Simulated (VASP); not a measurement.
Runs of VASP 6.6.1 on Zr2Ta. The structure is that of space group Fd-3m (No. 227), or close to it. The cells are those of the table. 

```csv
task,cell,k mesh,cutoff (eV),gap on the mesh (eV),pressure (GPa)
single point,"a = 5.651 Å, angles 60.0°, 6 atoms",8 × 8 × 8,520,none,0.0
single point,"a = 5.651 Å, angles 60.0°, 6 atoms",4 × 4 × 4,520,none,0.1
relaxation of cell and atoms,"relaxed from a = 5.196 Å, angles 60.0°, 6 atoms",4 × 4 × 4,600,none,0.1
single point,"a = 5.196 Å, angles 60.0°, 6 atoms",4 × 4 × 4,520,none,(a)
```

Alike in all rows: level PBE; potentials or basis VASP PAW PBE potentials, release 64 (Zr_sv, Ta_pv); no spin polarisation; smearing gaussian 0.1 eV.

Estimate the missing entries.

(a) 44.7.

Caveats: some runs use coarse meshes; spin-orbit coupling is left out, which moves the levels of the heavy elements.

A k mesh can miss the band edges, and the runs leave out spin-orbit coupling on Ta, Zr.

A gap of «none» marks levels without a gap at the run's occupations.
